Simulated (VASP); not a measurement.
**Ti: single point with PBEsol**

Ti:

```
Ti
1.0
     0.00000    1.97722    1.92653
     1.97722    0.00000    1.92653
     1.97722    1.97722    0.00000
Ti
1
Direct
  0.00000 0.00000 0.00000
```

This cell differs from its parent crystal: strain -0.025 along x and y, -0.050 along z.

```yaml
Program: VASP 6.6.1
Task: single point
Functional: PBEsol
Potentials_or_basis: VASP PAW PBE potentials, release 64 (Ti_sv)
Cutoff: 520 eV
k_mesh: 26 × 26 × 26
Occupations: gaussian, width 0.15 eV
Spin: no spin polarisation
```

* Pressure: 13.4 GPa
* Band gap on the k mesh: zero (band 6 reaches 10.60 eV, above the bottom of band 7 at 9.07 eV)

Stress tensor (GPa, compression positive):
```
13.11  0.00  0.00
 0.00 13.11  0.00
 0.00  0.00 14.01
```

Levels at points of the mesh, in eV from the Fermi level:
```csv
k point,band 3,band 4,band 5,band 6,band 7,band 8,band 9,band 10
"(0.00, 0.00, 0.00)",-32.00,-32.00,-6.40,0.87,0.87,1.11,2.78,3.06
"(0.50, 0.00, 0.00)",-32.15,-32.12,-2.94,0.65,0.93,1.08,4.19,4.31
"(0.50, 0.50, 0.00)",-32.40,-32.40,-3.13,-2.20,3.95,4.22,4.61,4.61
"(0.50, 0.00, 0.50)",-32.38,-32.33,-3.13,-2.12,3.41,4.23,4.50,4.69
```

Run time: 5.3 min on 1 thread of Intel(R) Xeon(R) Platinum 8488C (Sapphire Rapids) (shared host), peak memory 0.35 GiB.

Caveat: the cell differs from its parent crystal (strain -0.025 along x and y, -0.050 along z); the PAW data sets were made with another functional, which shifts forces and pressure a little.
